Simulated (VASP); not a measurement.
Set up this calculation in VASP 6.6.1, as the native input.

* Task: single point
* Functional: PBE
* Potentials or basis: VASP PAW PBE potentials, release 64 (Li_sv, As, Te)
* Cutoff: 520 eV
* k mesh: 5 × 5 × 5
* Occupations: gaussian, width 0.054 eV
* Spin: no spin polarisation
* Dipole correction: no
* Further INCAR settings: ALGO = Normal; EDIFF = 1e-07; NBANDS = 39

The structure of Li6TeAs6 lies in POSCAR:

```
Li6TeAs6
1.0
    4.5782670000      2.6432590000      2.6800030000
   -4.5782670000      2.6432590000      2.6800030000
    0.0000000000     -5.2865290000      2.6800030000
Li As Te
6 6 1
Direct
    0.1200000000      0.9900000000      0.6800000000
    0.6800000000      0.1200000000      0.9900000000
    0.9900000000      0.6800000000      0.1200000000
    0.8800000000      0.0100000000      0.3200000000
    0.3200000000      0.8800000000      0.0100000000
    0.0100000000      0.3200000000      0.8800000000
    0.3600000000      0.2400000000      0.9700000000
    0.9700000000      0.3600000000      0.2400000000
    0.2400000000      0.9700000000      0.3600000000
    0.6400000000      0.7600000000      0.0300000000
    0.0300000000      0.6400000000      0.7600000000
    0.7600000000      0.0300000000      0.6400000000
    0.0000000000      0.0000000000      0.0000000000
```

The input as run:

INCAR

```
  PREC = Accurate
  ENCUT = 520
  EDIFF = 1E-7
  ISMEAR = 0
  SIGMA = 0.054
  LREAL = F
  LASPH = T
  NELM = 60
  ALGO = Normal
  ISIF = 2
  LWAVE = F
  LCHARG = F
  GGA = PE
  NBANDS = 39
```

KPOINTS

```
Automatic mesh
0
Gamma
  5 5 5
```

Potentials or basis: VASP PAW PBE potentials, release 64 (Li_sv, As, Te).

The run is started by

```sh
$ cat potpaw_PBE.64/Li_sv/POTCAR potpaw_PBE.64/As/POTCAR potpaw_PBE.64/Te/POTCAR > POTCAR
$ mpirun -np 1 vasp_std > vasp.out
```

Results of the run:

The largest force is 6.371 eV/Å. The band gap on the k mesh is zero (band 27 reaches 5.56 eV, above the bottom of band 28 at 4.94 eV).

Caveat: spin-orbit coupling is left out, which moves the levels of the heavy elements; forces of over 1 eV/Å act on the atoms, so gaps and moduli don't describe the material at rest.

It took 9.4 min on 1 thread of AMD EPYC 7R13 Processor (Zen 3) (shared host), peak memory 0.36 GiB.
